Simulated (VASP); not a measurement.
Input of a VASP 6.6.1 run:

The input INCAR:

```
SYSTEM = In
PREC     = Accurate       ! precision mode
ENCUT    = 520            ! plane-wave cutoff, eV
EDIFF    = 1E-6           ! SCF threshold, eV
ISMEAR   = -1             ! smearing method
SIGMA    = 0.1            ! smearing width, eV
LREAL    = .FALSE.        ! projectors in reciprocal space
LASPH    = .TRUE.         ! aspherical terms in the spheres
NELM     = 60             ! most SCF steps
ALGO     = Normal         ! electronic algorithm
ISIF     = 2              ! what is computed and relaxed
LWAVE    = .FALSE.        ! write WAVECAR
LCHARG   = .FALSE.        ! write CHGCAR
GGA      = PS             ! functional
NBANDS   = 12             ! bands
```

File KPOINTS:

```
Automatic mesh
0
G
  13 13 13
  0 0 0
```

Contents of POSCAR:

```
In
1.0
    0.0000000000      2.2397296185      2.2397296185
    2.2397296185      0.0000000000      2.2397296185
    2.2397296185      2.2397296185      0.0000000000
In
1
Direct
    0.0000000000      0.0000000000      0.0000000000
```

Potentials or basis: VASP PAW PBE potentials, release 64 (In_d).

Command:

```console
$ cat potpaw_PBE.64/In_d/POTCAR > POTCAR
$ mpirun -np 1 vasp_std > vasp.out
```

Problem. Predict the pressure.

Solution. 8.1 GPa.

Caveat: the PAW data sets were made with another functional, which shifts forces and pressure a little.
